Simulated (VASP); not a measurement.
# Ru: single point with LDA

The system is Ru.

```
Ru
1.0
     2.67753    0.00000    0.00000
    -1.33877    2.31881    0.00000
     0.00000    0.00000    4.21813
Ru
2
Direct
  0.33333 0.66667 0.25000
  0.66667 0.33333 0.75000
```

* Program: VASP 6.6.1
* Task: single point
* Functional: LDA
* Potentials or basis: VASP PAW LDA potentials, release 64 (Ru_sv)
* Cutoff: 560 eV
* k mesh: 13 × 13 × 8
* Occupations: gaussian, width 0.2 eV
* Spin: no spin polarisation
* Dipole correction: no
* Further INCAR settings: ALGO = Normal; EDIFF = 1e-06; NBANDS = 23

- Pressure: 0.5 GPa
- Band gap on the k mesh: zero (bands 16 and 17 overlap by 3.29 eV)

Stress tensor (GPa, compression positive):
```
0.53 0.00 0.00
0.00 0.53 0.00
0.00 0.00 0.32
```

Levels at points of the mesh, in eV from the Fermi level:
| k point | band 14 | band 15 | band 16 | band 17 | band 18 | band 19 |
| --- | --- | --- | --- | --- | --- | --- |
| (0.00, 0.00, 0.00) | -2.07 | -2.07 | -1.55 | -1.55 | 1.22 | 1.22 |
| (0.00, 0.00, 0.50) | -3.00 | -2.86 | -2.86 | 0.55 | 0.55 | 0.55 |

It took 33 s on 1 thread of AMD EPYC 9R45 96-Core Processor (Zen 5) (shared host), peak memory 0.14 GiB.
